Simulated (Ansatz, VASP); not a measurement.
# One calculation of CaO, two programs

```
CELL_PARAMETERS angstrom
0.00000 2.40356 2.40356
2.40356 0.00000 2.40356
2.40356 2.40356 0.00000
ATOMIC_POSITIONS crystal
Ca 0.00000 0.00000 0.00000
O 0.50000 0.50000 0.50000
```

Alike in both runs: task single point; functional PBE; k mesh 10 × 10 × 10; occupations gaussian, width 0.016 eV; no spin polarisation.

|  | VASP | Ansatz |
| --- | --- | --- |
| version | VASP 6.6.1 | Ansatz 0.2.0 |
| potentials or method | VASP PAW PBE potentials, release 64 (Ca_sv, O), cutoff 520 eV | all-electron LAPW, scalar-relativistic |

VASP gave:

- gap on the k mesh at the Fermi level (eV): 3.64
- least direct gap on the mesh (eV): 4.01
- pressure (GPa): 2.2

**Question.** Which values does Ansatz return?

**Answer.** gap on the k mesh at the Fermi level (eV): 3.65; least direct gap on the mesh (eV): 4.03; pressure (GPa): 1.6.

Ansatz ran all-electron here, and VASP with PAW potentials.
